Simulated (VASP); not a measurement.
A run of VASP 6.6.1:

Contents of INCAR:

```
PREC = Accurate
ENCUT = 520
EDIFF = 1E-7
ISMEAR = -1
SIGMA = 0.08
LREAL = F
LASPH = T
NELM = 60
ALGO = Normal
ISIF = 2
LWAVE = F
LCHARG = F
GGA = PE
NBANDS = 8
```

KPOINTS

```
Automatic mesh
0
Gamma
  16 16 15
```

The input POSCAR:

```
Al
1.0
    2.5718437864      0.0000000000      0.0000000000
   -1.2859218932      2.2272820536      0.0000000000
    0.0000000000      0.0000000000      2.5566659140
Al
1
Direct
    0.0000000000      0.0000000000      0.0000000000
```

Potentials or basis: VASP PAW PBE potentials, release 64 (Al).

Command:

```sh
$ cat potpaw_PBE.64/Al/POTCAR > POTCAR
$ mpirun -np 1 vasp_std > vasp.out
```

Hardware: 1 thread of Intel(R) Xeon(R) Platinum 8559C (Emerald Rapids), with other jobs on the host.

Problem. How long does it take, and how much memory?

Solution. Run time: 11 s on 1 thread of Intel(R) Xeon(R) Platinum 8559C (Emerald Rapids), on a shared host, peak memory 0.13 GiB. Counts: scf iterations 10, k points 240.
